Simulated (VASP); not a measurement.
SiBF, 6 atoms in the cell. It takes space group P4/nmm (No. 129, tetragonal). Conventional cell: a = 3.082 Å, b = 3.082 Å, c = 6.160 Å, α = 90.00°, β = 90.00°, γ = 90.00°. Within 2.9 Å of Si (site symmetry 4mm) lie 5 B at 2.16 to 2.31 Å and 4 F at 2.23 Å. B (site symmetry 4mm) has 5 Si at 2.16 to 2.31 Å and 4 B at 2.59 Å and 4 F at 2.84 Å within 2.9 Å. Within 2.9 Å of F (site symmetry -4m2) lie 4 F at 2.18 Å and 4 Si at 2.23 Å and 4 B at 2.84 Å. 

```yaml
Program: VASP 6.6.1
Task: density of states
Functional: PBE
Potentials_or_basis: VASP PAW PBE potentials, release 64 (Si, B, F)
Cutoff: 520 eV
k_mesh: 12 × 12 × 6
Occupations: gaussian, width 0.1 eV
Spin: no spin polarisation
Dipole_correction: no
k_mesh_for_the_DOS: 18 × 18 × 9
Occupations_for_the_DOS: tetrahedron
Further_INCAR_settings: ALGO = Normal; EDIFF = 1e-07
```

Potentials or basis: VASP PAW PBE potentials, release 64 (Si, B, F).

The run is started by

```console
$ cat potpaw_PBE.64/Si/POTCAR potpaw_PBE.64/B/POTCAR potpaw_PBE.64/F/POTCAR > POTCAR
$ cp INCAR.step1 INCAR
$ cp KPOINTS.step1 KPOINTS
$ mpirun -np 1 vasp_std > vasp.out
$ cp INCAR.step2 INCAR
$ cp KPOINTS.step2 KPOINTS
$ mpirun -np 1 vasp_std > vasp.out
```

Hardware: 1 thread of Oxide Virtual Turin-like Processor, on a shared host.

Estimate the wall time of this run.

Run time: 5.6 min on 1 thread of Oxide Virtual Turin-like Processor (shared host), peak memory 0.33 GiB. Counts: k points 275.
